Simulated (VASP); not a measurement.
Crystal: HfH3.

```
Hf H
1.0
     3.13000    0.00000    0.00000
     0.00000    3.13000    0.00000
     0.00000    0.00000    3.13000
Hf H
1 3
Direct
  0.00000 0.00000 0.00000
  0.00000 0.50000 0.50000
  0.50000 0.00000 0.50000
  0.50000 0.50000 0.00000
```

* Program: VASP 6.6.1
* Task: relaxation of cell and atoms
* Functional: PBEsol
* Potentials or basis: VASP PAW PBE potentials, release 64 (Hf_pv, H)
* Cutoff: 600 eV
* k mesh: 15 × 15 × 15
* Occupations: fermi-dirac, width 0.1 eV
* Spin: no spin polarisation

At the start: pressure -9.5 GPa; volume 7.67 Å³/atom.

**Question.** How do energy, volume and symmetry change on relaxing?

**Answer.** Over 3 steps the energy falls by 17.3 meV/atom and the volume is 7.12 Å³/atom (-7.1 %); space group Pm-3m (No. 221, to 0.05 Å).

Step by step:
```tsv
step	energy change (eV)	largest force (eV/Å)	pressure (GPa)	volume (Å³)
1	0.0000	0.0000	-9.52	30.66
2	-0.0685	0.0000	-1.05	28.69
3	-0.0691	0.0000	-0.03	28.49
```

Final structure:
```yaml
crystal:
  lattice:
    - [3.05426, 0.00000, 0.00000]
    - [0.00000, 3.05426, 0.00000]
    - [0.00000, 0.00000, 3.05426]
  atoms:
    - { symbol: Hf, position: [0.00000, 0.00000, 0.00000] }
    - { symbol: H, position: [0.00000, 0.50000, 0.50000] }
    - { symbol: H, position: [0.50000, 0.00000, 0.50000] }
    - { symbol: H, position: [0.50000, 0.50000, 0.00000] }
```

Caveat: the PAW data sets were made with another functional, which shifts forces and pressure a little.
